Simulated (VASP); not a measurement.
Set up this calculation in VASP 6.6.1, as the native input.

- Task: single point
- Functional: PBEsol
- Potentials or basis: VASP PAW PBE potentials, release 64 (Ir)
- Cutoff: 520 eV
- k mesh: 18 × 18 × 12
- Occupations: gaussian, width 0.15 eV
- Spin: no spin polarisation
- Dipole correction: no
- Further INCAR settings: ALGO = Fast; EDIFF = 1e-07; NBANDS = 16

The structure of Ir lies in POSCAR:

```
Ir
1.0
    2.7513778946      0.0000000000      0.0000000000
   -1.3756889473      2.3827631521      0.0000000000
    0.0000000000      0.0000000000      4.4622900000
Ir
2
Direct
    0.5975404375      0.5221897036      0.7500000000
    0.3333333333      0.6666666667      0.2500000000
```

This cell differs from its parent crystal: atom 1 (Ir) moved by (-0.450, +0.450) A along x and y.

The input as run:

INCAR

```
SYSTEM = Ir
PREC = Accurate
ENCUT = 520
EDIFF = 1E-7
ISMEAR = 0
SIGMA = 0.15
LREAL = .False.
LASPH = .True.
NELM = 100
ALGO = Fast
ISIF = 2
LWAVE = .False.
LCHARG = .True.
GGA = PS
LELF = .True.
LVHAR = .True.
NBANDS = 16
```

KPOINTS

```
Automatic mesh
0
Gamma
  18 18 12
  0 0 0
```

Potentials or basis: VASP PAW PBE potentials, release 64 (Ir).

Run with:

```console
$ cat potpaw_PBE.64/Ir/POTCAR > POTCAR
$ mpirun -np 1 vasp_std > vasp.out
```

It gave:

* Pressure: 4.3 GPa
* Largest force: 1.949 eV/Å
* Band gap on the k mesh: zero (band 9 reaches 11.13 eV, above the bottom of band 10 at 7.49 eV)

Caveat: the cell differs from its parent crystal (atom 1 (Ir) moved by (-0.450, +0.450) A along x and y); the PAW data sets were made with another functional, which shifts forces and pressure a little; spin-orbit coupling is left out, which moves the levels of the heavy elements.

It took 19 min on 1 thread of AMD EPYC 7R13 (shared host), peak memory 0.5 GiB.
